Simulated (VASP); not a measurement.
# GeSb2Te4 (d3) (I-4m2) in VASP: single point with PBE+D3(BJ)

Aim: the single point of GeSb2Te4 (d3) with PBE+D3(BJ).

Program: VASP 6.6.1. These are calculated values, not measurements. Logs are shortened: lines on timing, memory, paths and dates and some standing lists are left out, and cuts for length are marked.

**1. The cell of the first run**

The structure is tetragonal, space group I-4m2 (No. 119). The conventional cell has a = 6.119 Å, b = 6.119 Å, c = 12.103 Å, α = 90.00°, β = 90.00°, γ = 90.00°. Ge (site symmetry -4m2) has 6 Te at 3.00 to 3.06 Å within 4.0 Å. Within 4.0 Å of Sb (site symmetry -4m2) lie 6 Te at 3.05 to 3.06 Å. Within 4.0 Å of Sb (site symmetry -4m2) lie 6 Te at 3.05 to 3.06 Å. Within 4.0 Å of Te (site symmetry 2mm) lie 3 Sb at 3.05 to 3.06 Å and 2 Ge at 3.06 Å. Within 4.0 Å of Te (site symmetry 2mm) lie 1 Ge at 3.00 Å and 3 Sb at 3.05 to 3.06 Å.

**2. Single point, PBE+D3(BJ)**

Contents of INCAR:

```
SYSTEM = GeSb2Te4
ALGO     = Normal         ! electronic algorithm
EDIFF    = 1E-6           ! SCF threshold, eV
ENCUT    = 520            ! plane-wave cutoff, eV
GGA      = PE             ! functional
ISIF     = 2              ! what is computed and relaxed
ISMEAR   = 0              ! smearing method
IVDW     = 12             ! dispersion correction
LASPH    = .True.         ! aspherical terms in the spheres
LCHARG   = .True.         ! write CHGCAR
LELF     = .True.         ! ELF
LREAL    = .False.        ! projectors in reciprocal space
LVHAR    = .True.       
LWAVE    = .False.        ! write WAVECAR
NBANDS   = 33             ! bands
NELM     = 60             ! most SCF steps
PREC     = Accurate       ! precision mode
SIGMA    = 0.1            ! smearing width, eV
```

Contents of KPOINTS:

```
k-points
0
Gamma
  4 4 4
  0 0 0
```

Contents of POSCAR:

```
GeSb2Te4
1.0
   -3.0595750000      3.0595750000      6.0514150000
    3.0595750000     -3.0595750000      6.0514150000
    3.0595750000      3.0595750000     -6.0514150000
Ge Sb Te
1 2 4
Direct
    0.0000000000      0.0000000000      0.0000000000
    0.5000000000      0.5000000000      0.0000000000
    0.2500000000      0.7500000000      0.5000000000
    0.5016200000      0.0016200000      0.5000000000
    0.2481620000      0.2481620000      0.0000000000
    0.9983800000      0.4983800000      0.5000000000
    0.7518380000      0.7518380000      0.0000000000
```

Potentials or basis: VASP PAW PBE potentials, release 64 (Ge_d, Sb, Te).

Launch:

```bash
$ cat potpaw_PBE.64/Ge_d/POTCAR potpaw_PBE.64/Sb/POTCAR potpaw_PBE.64/Te/POTCAR > POTCAR
$ mpirun -np 1 vasp_std > vasp.out
```

OUTCAR:

```text
SYSTEM = GeSb2Te4
   EDIFF = 1E-6
   ENCUT = 520
   GGA = PE
   ISIF = 2
   ISMEAR = 0
   IVDW = 12
   LASPH = .True.
   LREAL = .False.
   NELM = 60
   PREC = Accurate
 IVDW          = 12

 ion  position               nearest neighbor table
   1  0.000  0.000  0.000-   5 3.00   7 3.00   6 3.06   4 3.06   4 3.06   6 3.06
   2  0.500  0.500  0.000-   5 3.05   7 3.05   6 3.06   4 3.06   4 3.06   6 3.06
   3  0.250  0.750  0.500-   4 3.05   6 3.05   5 3.06   7 3.06   7 3.06   5 3.06
   4  0.502  0.002  0.500-   3 3.05   2 3.06   1 3.06   2 3.06   1 3.06
   5  0.248  0.248  0.000-   1 3.00   2 3.05   3 3.06   3 3.06
   6  0.998  0.498  0.500-   3 3.05   1 3.06   2 3.06   1 3.06   2 3.06
   7  0.752  0.752  0.000-   1 3.00   2 3.05   3 3.06   3 3.06

  LATTYP: Found a body centered tetragonal cell.
 ALAT       =     6.1191500000
 C/A-ratio  =     1.9778613043

  Lattice vectors:

 A1 = (  -3.0595750000,   3.0595750000,   6.0514150000)
 A2 = (   3.0595750000,  -3.0595750000,   6.0514150000)
 A3 = (   3.0595750000,   3.0595750000,  -6.0514150000)

Analysis of symmetry for initial positions (statically):
=====================================================================
 Subroutine PRICEL returns:
 Original cell was already a primitive cell.

 Routine SETGRP: Setting up the symmetry group for a
 body centered tetragonal supercell.

 Subroutine GETGRP returns: Found  8 space group operations
 (whereof  8 operations were pure point group operations)
 out of a pool of 16 trial point group operations.

The static configuration has the point symmetry D_2d.

Analysis of symmetry for dynamics (positions and initial velocities):
=====================================================================
 Subroutine PRICEL returns:
 Original cell was already a primitive cell.

 Routine SETGRP: Setting up the symmetry group for a
 body centered tetragonal supercell.

 Subroutine GETGRP returns: Found  8 space group operations
 (whereof  8 operations were pure point group operations)
 out of a pool of 16 trial point group operations.

The dynamic configuration has the point symmetry D_2d.

 Subroutine INISYM returns: Found  8 space group operations
 (whereof  8 operations are pure point group operations),
 and found     1 'primitive' translations

----------------------------------------------------------------------------------------

                                     Primitive cell

  volume of cell :     226.5892

  direct lattice vectors                    reciprocal lattice vectors
    -3.059575000  3.059575000  6.051415000     0.000000000  0.163421390  0.082625303
     3.059575000 -3.059575000  6.051415000     0.163421390  0.000000000  0.082625303
     3.059575000  3.059575000 -6.051415000     0.163421390  0.163421390  0.000000000

  length of vectors
     7.439194974  7.439194974  7.439194974     0.183121521  0.183121521  0.231112746

  position of ions in fractional coordinates (direct lattice)
     0.000000000  0.000000000  0.000000000
     0.500000000  0.500000000  0.000000000
     0.250000000  0.750000000  0.500000000
     0.501620000  0.001620000  0.500000000
     0.248162000  0.248162000  0.000000000
     0.998380000  0.498380000  0.500000000
     0.751838000  0.751838000  0.000000000

  ion indices of the primitive-cell ions
   primitive index   ion index
                 1           1
                 2           2
                 3           3
                 4           4
                 5           5
                 6           6
                 7           7

----------------------------------------------------------------------------------------

 KPOINTS: k-points

Automatic generation of k-mesh.
 Grid dimensions read from file:
 generate k-points for:    4    4    4

 Generating k-lattice:

  Cartesian coordinates                     Fractional coordinates (reciprocal lattice)
     0.000000000  0.040855348  0.020656326     0.250000000  0.000000000 -0.000000000
     0.040855348  0.000000000  0.020656326     0.000000000  0.250000000 -0.000000000
     0.040855348  0.040855348  0.000000000     0.000000000  0.000000000  0.250000000

  Length of vectors
     0.045780380  0.045780380  0.057778187

  Shift w.r.t. Gamma in fractional coordinates (k-lattice)
     0.000000000  0.000000000  0.000000000

 Subroutine IBZKPT returns following result:
 ===========================================

 Found     13 irreducible k-points:

 Following reciprocal coordinates:
            Coordinates               Weight
  0.000000  0.000000  0.000000      1.000000
  0.250000  0.000000 -0.000000      8.000000
  0.500000  0.000000 -0.000000      4.000000
  0.250000  0.250000 -0.000000      8.000000
  0.500000  0.250000 -0.000000     16.000000
 -0.250000  0.250000  0.000000      4.000000
  0.500000  0.500000 -0.000000      2.000000
  0.250000  0.250000  0.250000      2.000000
 -0.250000  0.250000  0.250000      4.000000
  0.500000  0.500000  0.250000      4.000000
 -0.250000  0.500000  0.250000      8.000000
 -0.250000 -0.250000  0.250000      2.000000
  0.500000  0.500000  0.500000      1.000000
   k-points           NKPTS =     13   k-points in BZ     NKDIM =     13   number of bands    NBANDS=     33
   number of dos      NEDOS =    301   number of ions     NIONS =      7
   total plane-waves  NPLWV = 175616
   dimension x,y,z NGX =    56 NGY =   56 NGZ =   56
   dimension x,y,z NGXF=   112 NGYF=  112 NGZF=  112
   ions per type =               1   2   4
   NGX,Y,Z   is equivalent  to a cutoff of  12.51, 12.51, 12.51 a.u.
   NGXF,Y,Z  is equivalent  to a cutoff of  25.03, 25.03, 25.03 a.u.
 SYSTEM =  GeSb2Te4
   PREC   = accura    normal or accurate (medium, high low for compatibility)
   ISTART =      0    job   : 0-new  1-cont  2-samecut
   ICHARG =      2    charge: 1-file 2-atom 10-const
   ISPIN  =      1    spin polarized calculation?
   LNONCOLLINEAR =      F non collinear calculations
   LSORBIT =      F    spin-orbit coupling
   LASPH  =      T    aspherical Exc in radial PAW
   ENCUT  =  520.0 eV  38.22 Ry    6.18 a.u.  13.83 13.83 13.83*2*pi/ulx,y,z
   NELM   =     60;   NELMIN=  2; NELMDL= -5     # of ELM steps
   EDIFF  = 0.1E-05   stopping-criterion for ELM
   LREAL  =      F    real-space projection
   EDIFFG = 0.1E-04   stopping-criterion for IOM
   NSW    =      0    number of steps for IOM
   IBRION =     -1    ionic relax: 0-MD 1-quasi-New 2-CG
   NFREE  =      0    steps in history (QN), initial steepest desc. (CG)
   ISIF   =      2    stress and relaxation
   ISYM   =      2    0-nonsym 1-usesym 2-fastsym
   POTIM  = 0.5000    time-step for ionic-motion
   TEBEG  =    0.0;   TEEND  =   0.0 temperature during run
   PSTRESS=    0.0 pullay stress
   NELECT =      48.0000    total number of electrons
   NUPDOWN=      -1.0000    fix difference up-down
   EMIN   =  10.00;   EMAX   =-10.00  energy-range for DOS
   EFERMI =   0.00;   METHOD = LEGACY
   ISMEAR =     0;   SIGMA  =   0.10  broadening in eV -4-tet -1-fermi 0-gaus
   EFERMI_NEDOS =   21; number of points for ismear=-14 and -15
   IALGO  =     38    algorithm
   IMIX   =      4    mixing-type and parameters
     AMIX     =   0.40;   BMIX     =  1.00
     AMIX_MAG =   1.60;   BMIX_MAG =  1.00
  volume/ion in A,a.u.               =      32.37       218.44
  Fermi-wavevector in a.u.,A,eV,Ry     =   0.975908  1.844199 12.958139  0.952396
  Thomas-Fermi vector in A             =   2.106485
   LORBIT       =      0    0 simple, 1 ext, 2 COOP (PROOUT), +10 PAW based schemes
   GGA     = PE    functional components
   LHFCALC =     F    Hartree Fock is set to
   AEXX    =    0.0000 exact exchange contribution
   IVDW    =    12    specifies the selected vdW correction
   LEPSILON=     F    determine dielectric tensor
   LRPA    =     F    only Hartree local field effects (RPA)
 non-spin polarized calculation
 Gauss-broadening in eV      SIGMA  =   0.10
  energy-cutoff  :      520.00
  volume of cell :      226.59
 maximum number of plane-waves:      6126
   NGX = 27   NGY = 27   NGZ = 27

 number of electron      48.0000008 magnetization

 Free energy of the ion-electron system (eV)
  ---------------------------------------------------
  ext. energy  EPLUGINS =         0.00000000
  ---------------------------------------------------
  free energy    TOTEN  =       -25.36956655 eV

  energy without entropy =      -25.35622195  energy(sigma->0) =      -25.36289425

 E-fermi :   5.3774     XC(G=0):  -9.1264

 val. band max:        5.3183973250   @ k =   0.2500   0.2500   0.2500
 cond. band min:       5.4117666794   @ k =   0.5000   0.5000  -0.0000
 fundamental gap:      0.0933693544
 Fermi energy:         5.3774046241

 k-point     1 :       0.0000    0.0000    0.0000
  band No.  band energies     occupation
      1     -19.5148      2.00000
      2     -19.5103      2.00000
      3     -19.4951      2.00000
      4     -19.4935      2.00000
      5     -19.4935      2.00000
      6      -7.3575      2.00000
[... 25 lines left out ...]
     32      10.6889      0.00000
     33      10.7053      0.00000

 k-point     2 :       0.2500    0.0000   -0.0000
  band No.  band energies     occupation
      1     -19.5148      2.00000
      2     -19.5103      2.00000
      3     -19.4951      2.00000
      4     -19.4935      2.00000
      5     -19.4935      2.00000
      6      -7.1180      2.00000
[... 25 lines left out ...]
     32      10.0513      0.00000
     33      10.1247      0.00000
[... 358 lines left out ...]
     32       9.2868      0.00000
     33      10.2505      0.00000

 k-point    13 :       0.5000    0.5000    0.5000
  band No.  band energies     occupation
      1     -19.5148      2.00000
      2     -19.5103      2.00000
      3     -19.4951      2.00000
      4     -19.4935      2.00000
      5     -19.4935      2.00000
      6      -6.8191      2.00000
[... 25 lines left out ...]
     32       9.8585      0.00000
     33       9.8820      0.00000

------------------------ aborting loop because EDIFF is reached ----------------------------------------

 Edisp (eV)   -2.85446

 E8    (eV) :    -1.3110

  FORCE on cell =-STRESS in cart. coord.  units (eV):
  Direction    XX          YY          ZZ          XY          YZ          ZX
  --------------------------------------------------------------------------------------
  -------------------------------------------------------------------------------------
  Total      -1.91199    -1.91199    -2.02282     0.00000     0.00000    -0.00000
  in kB     -13.51941   -13.51941   -14.30302     0.00000     0.00000    -0.00000
  external pressure =      -13.78 kB  Pullay stress =        0.00 kB

 VOLUME and BASIS-vectors are now :
 -----------------------------------------------------------------------------
  energy-cutoff  :      520.00
  volume of cell :      226.59
      direct lattice vectors                 reciprocal lattice vectors
    -3.059575000  3.059575000  6.051415000     0.000000000  0.163421390  0.082625303
     3.059575000 -3.059575000  6.051415000     0.163421390  0.000000000  0.082625303
     3.059575000  3.059575000 -6.051415000     0.163421390  0.163421390  0.000000000

 POSITION                                       TOTAL-FORCE (eV/Angst)
 -----------------------------------------------------------------------------------
      0.00000      0.00000      0.00000        -0.000000      0.000000     -0.000000
      0.00000      0.00000      6.05142        -0.000000      0.000000     -0.000000
      3.05957      0.00000      3.02571        -0.000000      0.000000     -0.000000
      0.00000      3.05958      0.01961         0.000000     -0.000000      0.027993
      0.00000      0.00000      3.00346         0.000000      0.000000      0.060939
      0.00000      3.05958      6.03181         0.000000     -0.000000     -0.027993
      0.00000      0.00000      9.09937        -0.000000      0.000000     -0.060939
 -----------------------------------------------------------------------------------
    total drift:                               -0.000000      0.000000     -0.000000

  FREE ENERGIE OF THE ION-ELECTRON SYSTEM (eV)
  ---------------------------------------------------
  free  energy   TOTEN  =       -28.2240281948 eV

  energy  without entropy=      -28.2106835952  energy(sigma->0) =      -28.21735590
```

It took 81 s on 1 thread of Intel Xeon 6975P-C (Granite Rapids), shared host; peak memory 0.44 GiB.

Results:

* Free energy: -28.2240 eV
* Pressure: -1.4 GPa
* Largest force: 0.061 eV/Å
* Band gap on the k mesh: zero (band 24 reaches 5.41 eV, above the bottom of band 25 at 5.32 eV)
* Dispersion energy per atom: -0.408 eV

Forces on the atoms (eV/Å):
```
Ge   0.000  0.000  0.000
Sb   0.000  0.000  0.000
Sb   0.000  0.000  0.000
Te   0.000  0.000  0.028
Te   0.000  0.000  0.061
Te   0.000  0.000 -0.028
Te   0.000  0.000 -0.061
```

Stress tensor (GPa, compression positive):
```
-1.35  0.00  0.00
 0.00 -1.35  0.00
 0.00  0.00 -1.43
```

Levels at points of the mesh, in eV from the Fermi level:
```csv
k point,band 22,band 23,band 24,band 25,band 26,band 27
"(0.00, 0.00, 0.00)",-0.35,-0.35,-0.12,0.70,2.26,2.96
"(0.50, 0.00, 0.00)",-0.77,-0.63,-0.38,0.21,1.05,1.46
"(0.50, 0.50, 0.00)",-0.58,-0.43,0.03,0.03,0.13,0.15
"(0.50, 0.50, 0.50)",-0.72,-0.56,-0.56,1.66,3.05,3.05
```

Caveat: the k points lie up to 0.36 Å⁻¹ apart; spin-orbit coupling is left out, which moves the levels of the heavy elements; pairwise dispersion overbinds metals, which lowers pressure and volume.
